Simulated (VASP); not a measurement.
# LiGeBr3 (Pm-3m) in VASP: settings compared

LiGeBr3 is run at these levels: PBE, PBEsol; tasks: single point, relaxation of cell and atoms.

Everything below comes from runs of VASP 6.6.1. Logs are shortened: lines on timing, memory, paths and dates and some standing lists are left out, and cuts for length are marked.

**1. The cell of the first run**

Symmetry: Pm-3m, No. 221, cubic system. The conventional cell has a = 5.487 Å, b = 5.487 Å, c = 5.487 Å, α = 90.00°, β = 90.00°, γ = 90.00°. Within 5.1 Å of Li (site symmetry m-3m) lie 12 Br at 3.88 Å and 8 Ge at 4.75 Å. Within 3.6 Å of Ge (site symmetry m-3m) lie 6 Br at 2.74 Å. Within 3.6 Å of Br (site symmetry 4/mmm) lie 2 Ge at 2.74 Å.

**2. Single point, PBE**

Input file INCAR:

```
SYSTEM = LiGeBr3
PREC     = Accurate       ! precision mode
ENCUT    = 520            ! plane-wave cutoff, eV
EDIFF    = 1E-7           ! SCF threshold, eV
ISMEAR   = 0              ! smearing method
SIGMA    = 0.02           ! smearing width, eV
LREAL    = .False.        ! projectors in reciprocal space
LASPH    = .True.         ! aspherical terms in the spheres
NELM     = 60             ! most SCF steps
ALGO     = Normal         ! electronic algorithm
ISIF     = 2              ! what is computed and relaxed
LWAVE    = .False.        ! write WAVECAR
LCHARG   = .False.        ! write CHGCAR
GGA      = PE             ! functional
NBANDS   = 27             ! bands
```

Input file KPOINTS:

```
regular mesh
0
Gamma
  8 8 8
  0 0 0
```

Input file POSCAR:

```
LiGeBr3
1.0
    5.4866424794      0.0000000000      0.0000000000
    0.0000000000      5.4866424794      0.0000000000
    0.0000000000      0.0000000000      5.4866424794
Li Ge Br
1 1 3
Direct
    0.5000000000      0.5000000000      0.5000000000
    0.0000000000      0.0000000000      0.0000000000
    0.5000000000      0.0000000000      0.0000000000
    0.0000000000      0.5000000000      0.0000000000
    0.0000000000      0.0000000000      0.5000000000
```

Potentials or basis: VASP PAW PBE potentials, release 64 (Li_sv, Ge_d, Br).

Run with:

```console
$ cat potpaw_PBE.64/Li_sv/POTCAR potpaw_PBE.64/Ge_d/POTCAR potpaw_PBE.64/Br/POTCAR > POTCAR
$ mpirun -np 1 vasp_std > vasp.out
```

OUTCAR:

```text
SYSTEM = LiGeBr3
   PREC = Accurate
   ENCUT = 520
   EDIFF = 1E-7
   ISMEAR = 0
   LREAL = .False.
   LASPH = .True.
   NELM = 60
   ISIF = 2
   GGA = PE

 ion  position               nearest neighbor table
   1  0.500  0.500  0.500-
   2  0.000  0.000  0.000-   3 2.74   4 2.74   5 2.74   5 2.74   4 2.74   3 2.74
   3  0.500  0.000  0.000-   2 2.74   2 2.74
   4  0.000  0.500  0.000-   2 2.74   2 2.74
   5  0.000  0.000  0.500-   2 2.74   2 2.74

  LATTYP: Found a simple cubic cell.
 ALAT       =     5.4866424794

  Lattice vectors:

 A1 = (   5.4866424794,   0.0000000000,   0.0000000000)
 A2 = (   0.0000000000,   5.4866424794,   0.0000000000)
 A3 = (   0.0000000000,   0.0000000000,   5.4866424794)

Analysis of symmetry for initial positions (statically):
=====================================================================
 Subroutine PRICEL returns:
 Original cell was already a primitive cell.

 Routine SETGRP: Setting up the symmetry group for a
 simple cubic supercell.

 Subroutine GETGRP returns: Found 48 space group operations
 (whereof 48 operations were pure point group operations)
 out of a pool of 48 trial point group operations.

The static configuration has the point symmetry O_h .

Analysis of symmetry for dynamics (positions and initial velocities):
=====================================================================
 Subroutine PRICEL returns:
 Original cell was already a primitive cell.

 Routine SETGRP: Setting up the symmetry group for a
 simple cubic supercell.

 Subroutine GETGRP returns: Found 48 space group operations
 (whereof 48 operations were pure point group operations)
 out of a pool of 48 trial point group operations.

The dynamic configuration has the point symmetry O_h .

 Subroutine INISYM returns: Found 48 space group operations
 (whereof 48 operations are pure point group operations),
 and found     1 'primitive' translations

----------------------------------------------------------------------------------------

                                     Primitive cell

  volume of cell :     165.1657

  direct lattice vectors                    reciprocal lattice vectors
     5.486642479  0.000000000  0.000000000     0.182260828  0.000000000  0.000000000
     0.000000000  5.486642479  0.000000000     0.000000000  0.182260828  0.000000000
     0.000000000  0.000000000  5.486642479     0.000000000  0.000000000  0.182260828

  length of vectors
     5.486642479  5.486642479  5.486642479     0.182260828  0.182260828  0.182260828

  position of ions in fractional coordinates (direct lattice)
     0.500000000  0.500000000  0.500000000
     0.000000000  0.000000000  0.000000000
     0.500000000  0.000000000  0.000000000
     0.000000000  0.500000000  0.000000000
     0.000000000  0.000000000  0.500000000

  ion indices of the primitive-cell ions
   primitive index   ion index
                 1           1
                 2           2
                 3           3
                 4           4
                 5           5

----------------------------------------------------------------------------------------

 KPOINTS: regular mesh

Automatic generation of k-mesh.
 Grid dimensions read from file:
 generate k-points for:    8    8    8

 Generating k-lattice:

  Cartesian coordinates                     Fractional coordinates (reciprocal lattice)
     0.022782603  0.000000000  0.000000000     0.125000000  0.000000000  0.000000000
     0.000000000  0.022782603  0.000000000     0.000000000  0.125000000  0.000000000
     0.000000000  0.000000000  0.022782603     0.000000000  0.000000000  0.125000000

  Length of vectors
     0.022782603  0.022782603  0.022782603

  Shift w.r.t. Gamma in fractional coordinates (k-lattice)
     0.000000000  0.000000000  0.000000000

 Subroutine IBZKPT returns following result:
 ===========================================

 Found     35 irreducible k-points:

 Following reciprocal coordinates:
            Coordinates               Weight
  0.000000  0.000000  0.000000      1.000000
  0.125000  0.000000  0.000000      6.000000
  0.250000  0.000000  0.000000      6.000000
  0.375000  0.000000  0.000000      6.000000
  0.500000  0.000000  0.000000      3.000000
  0.125000  0.125000  0.000000     12.000000
[... 16 lines left out ...]
  0.375000  0.375000  0.125000     24.000000
  0.500000  0.375000  0.125000     24.000000
 [... further k-points ...]
   k-points           NKPTS =     35   k-points in BZ     NKDIM =     35   number of bands    NBANDS=     27
   number of dos      NEDOS =    301   number of ions     NIONS =      5
   total plane-waves  NPLWV =  74088
   dimension x,y,z NGX =    42 NGY =   42 NGZ =   42
   dimension x,y,z NGXF=    84 NGYF=   84 NGZF=   84
   ions per type =               1   1   3
   NGX,Y,Z   is equivalent  to a cutoff of  12.73, 12.73, 12.73 a.u.
   NGXF,Y,Z  is equivalent  to a cutoff of  25.45, 25.45, 25.45 a.u.
 SYSTEM =  LiGeBr3
   PREC   = accura    normal or accurate (medium, high low for compatibility)
   ISTART =      0    job   : 0-new  1-cont  2-samecut
   ICHARG =      2    charge: 1-file 2-atom 10-const
   ISPIN  =      1    spin polarized calculation?
   LNONCOLLINEAR =      F non collinear calculations
   LSORBIT =      F    spin-orbit coupling
   LASPH  =      T    aspherical Exc in radial PAW
   ENCUT  =  520.0 eV  38.22 Ry    6.18 a.u.  10.20 10.20 10.20*2*pi/ulx,y,z
   NELM   =     60;   NELMIN=  2; NELMDL= -5     # of ELM steps
   EDIFF  = 0.1E-06   stopping-criterion for ELM
   LREAL  =      F    real-space projection
   EDIFFG = 0.1E-05   stopping-criterion for IOM
   NSW    =      0    number of steps for IOM
   IBRION =     -1    ionic relax: 0-MD 1-quasi-New 2-CG
   NFREE  =      0    steps in history (QN), initial steepest desc. (CG)
   ISIF   =      2    stress and relaxation
   ISYM   =      2    0-nonsym 1-usesym 2-fastsym
   POTIM  = 0.5000    time-step for ionic-motion
   TEBEG  =    0.0;   TEEND  =   0.0 temperature during run
   PSTRESS=    0.0 pullay stress
   NELECT =      38.0000    total number of electrons
   NUPDOWN=      -1.0000    fix difference up-down
   EMIN   =  10.00;   EMAX   =-10.00  energy-range for DOS
   EFERMI =   0.00;   METHOD = LEGACY
   ISMEAR =     0;   SIGMA  =   0.02  broadening in eV -4-tet -1-fermi 0-gaus
   EFERMI_NEDOS =   21; number of points for ismear=-14 and -15
   IALGO  =     38    algorithm
   IMIX   =      4    mixing-type and parameters
     AMIX     =   0.40;   BMIX     =  1.00
     AMIX_MAG =   1.60;   BMIX_MAG =  1.00
  volume/ion in A,a.u.               =      33.03       222.92
  Fermi-wavevector in a.u.,A,eV,Ry     =   1.003143  1.895665 13.691477  1.006295
  Thomas-Fermi vector in A             =   2.135675
   LORBIT       =      0    0 simple, 1 ext, 2 COOP (PROOUT), +10 PAW based schemes
   GGA     = PE    functional components
   LHFCALC =     F    Hartree Fock is set to
   AEXX    =    0.0000 exact exchange contribution
   IVDW    =     0    specifies the selected vdW correction
   LEPSILON=     F    determine dielectric tensor
   LRPA    =     F    only Hartree local field effects (RPA)
 non-spin polarized calculation
 Gauss-broadening in eV      SIGMA  =   0.02
  energy-cutoff  :      520.00
  volume of cell :      165.17
 maximum number of plane-waves:      4492
 NGX is ok and might be reduce to    42
   NGX = 21   NGY = 21   NGZ = 21

 number of electron      38.0000021 magnetization

 Free energy of the ion-electron system (eV)
  ---------------------------------------------------
  ext. energy  EPLUGINS =         0.00000000
  ---------------------------------------------------
  free energy    TOTEN  =       -14.87612285 eV

  energy without entropy =      -14.87612285  energy(sigma->0) =      -14.87612285

 E-fermi :   1.7894     XC(G=0):  -7.3641

 val. band max:        1.5919994497   @ k =   0.5000   0.5000   0.5000
 cond. band min:       2.0600669388   @ k =   0.5000   0.5000   0.5000
 fundamental gap:      0.4680674892
 Fermi energy:         1.7894483944

 k-point     1 :       0.0000    0.0000    0.0000
  band No.  band energies     occupation
      1     -47.9998      2.00000
      2     -23.8880      2.00000
      3     -23.8880      2.00000
      4     -23.8753      2.00000
      5     -23.8753      2.00000
      6     -23.8753      2.00000
[... 19 lines left out ...]
     26       6.7972      0.00000
     27       6.7974      0.00000

 k-point     2 :       0.1250    0.0000    0.0000
  band No.  band energies     occupation
      1     -47.9998      2.00000
      2     -23.8880      2.00000
      3     -23.8878      2.00000
      4     -23.8753      2.00000
      5     -23.8753      2.00000
      6     -23.8753      2.00000
[... 19 lines left out ...]
     26       6.9282      0.00000
     27       6.9967      0.00000

 k-point     3 :       0.2500    0.0000    0.0000
  band No.  band energies     occupation
      1     -47.9998      2.00000
      2     -23.8880      2.00000
      3     -23.8874      2.00000
      4     -23.8753      2.00000
      5     -23.8753      2.00000
      6     -23.8753      2.00000
[... 19 lines left out ...]
     26       6.8095      0.00000
     27       6.9557      0.00000

 k-point     4 :       0.3750    0.0000    0.0000
  band No.  band energies     occupation
      1     -47.9997      2.00000
      2     -23.8880      2.00000
      3     -23.8869      2.00000
      4     -23.8753      2.00000
      5     -23.8753      2.00000
      6     -23.8753      2.00000
[... 19 lines left out ...]
     26       6.6432      0.00000
     27       7.1198      0.00000
[... 516 lines left out ...]
      4     -23.8754      2.00000
      5     -23.8754      2.00000
      6     -23.8753      2.00000
[... 19 lines left out ...]
     26       6.1624      0.00000
     27       8.2947      0.00000

 k-point    23 :       0.3750    0.3750    0.1250
  band No.  band energies     occupation
      1     -47.9997      2.00000
      2     -23.8872      2.00000
      3     -23.8863      2.00000
      4     -23.8754      2.00000
      5     -23.8754      2.00000
      6     -23.8754      2.00000
[... 19 lines left out ...]
     26       5.9643      0.00000
     27       8.5683      0.00000

 k-point    24 :       0.5000    0.3750    0.1250
  band No.  band energies     occupation
      1     -47.9997      2.00000
      2     -23.8872      2.00000
      3     -23.8861      2.00000
      4     -23.8754      2.00000
      5     -23.8754      2.00000
      6     -23.8754      2.00000
[... 19 lines left out ...]
     26       5.9611      0.00000
     27       8.9244      0.00000

 [... further k-points ...]

------------------------ aborting loop because EDIFF is reached ----------------------------------------

  FORCE on cell =-STRESS in cart. coord.  units (eV):
  Direction    XX          YY          ZZ          XY          YZ          ZX
  --------------------------------------------------------------------------------------
  -------------------------------------------------------------------------------------
  Total       -0.0300669     -0.0300669     -0.0300669      0.0000000      0.0000000     -0.0000000
  in kB       -0.2916620     -0.2916620     -0.2916620      0.0000000      0.0000000     -0.0000000
  external PRESSURE =      -0.2916620 kB  Pullay stress =       0.0000000 kB

 VOLUME and BASIS-vectors are now :
 -----------------------------------------------------------------------------
  energy-cutoff  :      520.00
  volume of cell :      165.17
      direct lattice vectors                 reciprocal lattice vectors
     5.486642479  0.000000000  0.000000000     0.182260828  0.000000000  0.000000000
     0.000000000  5.486642479  0.000000000     0.000000000  0.182260828  0.000000000
     0.000000000  0.000000000  5.486642479     0.000000000  0.000000000  0.182260828

 POSITION                                       TOTAL-FORCE (eV/Angst)
 -----------------------------------------------------------------------------------
      2.74332      2.74332      2.74332         0.000000      0.000000      0.000000
      0.00000      0.00000      0.00000         0.000000      0.000000      0.000000
      2.74332      0.00000      0.00000         0.000000      0.000000      0.000000
      0.00000      2.74332      0.00000         0.000000      0.000000      0.000000
      0.00000      0.00000      2.74332         0.000000      0.000000      0.000000
 -----------------------------------------------------------------------------------
    total drift:                                0.000000      0.000000     -0.000000

  FREE ENERGIE OF THE ION-ELECTRON SYSTEM (eV)
  ---------------------------------------------------
  free  energy   TOTEN  =       -14.8761228491 eV

  energy  without entropy=      -14.8761228491  energy(sigma->0) =      -14.87612285
```

It took 72 s on 1 thread of Intel Xeon 6975P-C (Granite Rapids), shared host; peak memory 0.34 GiB.

Results:

* Free energy: -14.8761 eV
* Band gap on the k mesh: 0.47 eV

Caveat: the cutoff is under 1.25 times the usual one of these potentials, so pressure, stress and relaxed cells hold a basis-set (Pulay) error.

(Part 1 of 2 ends here.)
